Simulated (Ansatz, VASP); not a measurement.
H in VASP and in Ansatz

```
CELL_PARAMETERS angstrom
9.00000 0.00000 0.00000
0.00000 9.50000 0.00000
0.00000 0.00000 10.00000
ATOMIC_POSITIONS crystal
H 0.50000 0.50000 0.46211
H 0.50000 0.50000 0.53789
```

Alike in both runs: functional PBEsol; k mesh 1 × 1 × 1; no spin polarisation.

Ansatz relaxed the structure, and its values are those at the end. VASP's run is a single point on that final structure, the one shown.

```csv
,VASP,Ansatz
version,VASP 6.6.1,Ansatz 0.2.0
potentials or method,"VASP PAW PBE potentials, release 64 (H), cutoff 520 eV","plane waves, PAW"
occupations,"methfessel-paxton of order 1, width 0.05 eV","cold, width 0.05 eV"
valence electrons in the cell,2,2
```

|  | VASP | Ansatz | Ansatz less VASP |
| --- | --- | --- | --- |
| rms of the force components (eV/Å) | 0.011 | 0.009 | -0.0024 |

VASP's potentials were made for PBE, not for PBEsol. Ansatz's warnings: stress scf threshold loose.
